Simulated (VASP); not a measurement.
## Ru: relaxation of the atoms with PBE

The system is Ru, a slab with vacuum.

```
Ru
1.0
     2.72074    0.00000    0.00000
    -1.36037    2.35623    0.00000
     0.00000    0.00000   24.59210
Ru
5
Direct
  0.00000 0.00000 0.32802
  0.33333 0.66667 0.41203
  0.00000 0.00000 0.50000
  0.33333 0.66667 0.58797
  0.00000 0.00000 0.67198
```

* Program: VASP 6.6.1
* Task: relaxation of the atoms
* Functional: PBE
* Potentials or basis: VASP PAW PBE potentials, release 64 (Ru_pv)
* Cutoff: 450 eV
* k mesh: 14 × 14 × 1
* Occupations: fermi-dirac, width 0.08 eV
* Spin: no spin polarisation
* Dipole correction: yes
* Further INCAR settings: ALGO = Normal; EDIFF = 1e-07; NELMDL = -8; IBRION = 2; EDIFFG = -0.01; NSW = 32

| Property | Result |
| --- | --- |
| Energy gained by relaxing | 0.0 meV/atom |
| Ionic steps | 2 |
| Band gap on the k mesh | zero (bands 35 and 36 overlap by 2.39 eV) |

Forces on the atoms (eV/Å):
```
Ru   0.000  0.000 -0.002
Ru   0.000  0.000 -0.003
Ru   0.000  0.000  0.000
Ru   0.000  0.000  0.003
Ru   0.000  0.000  0.002
```

Final structure:
```
Ru
1.0
     2.72074    0.00000    0.00000
    -1.36037    2.35623    0.00000
     0.00000    0.00000   24.59210
Ru
5
Direct
  0.00000 0.00000 0.32800
  0.33333 0.66667 0.41205
  0.00000 0.00000 0.50000
  0.33333 0.66667 0.58795
  0.00000 0.00000 0.67200
```

Levels at points of the mesh, in eV from the Fermi level:
```csv
k point,band 30,band 31,band 32,band 33,band 34,band 35,band 36,band 37,band 38,band 39
"(0.00, 0.00, 0.00)",-2.22,-2.18,-1.92,-1.92,-1.27,-1.00,-1.00,-0.28,-0.28,0.42
"(0.50, 0.00, 0.00)",-0.86,-0.81,0.56,0.67,0.89,1.35,1.38,1.50,1.69,1.90
```

Wall time 5.1 min on 1 thread of Intel(R) Xeon(R) Platinum 8488C (Sapphire Rapids), with other jobs on the host, peak memory 0.3 GiB.
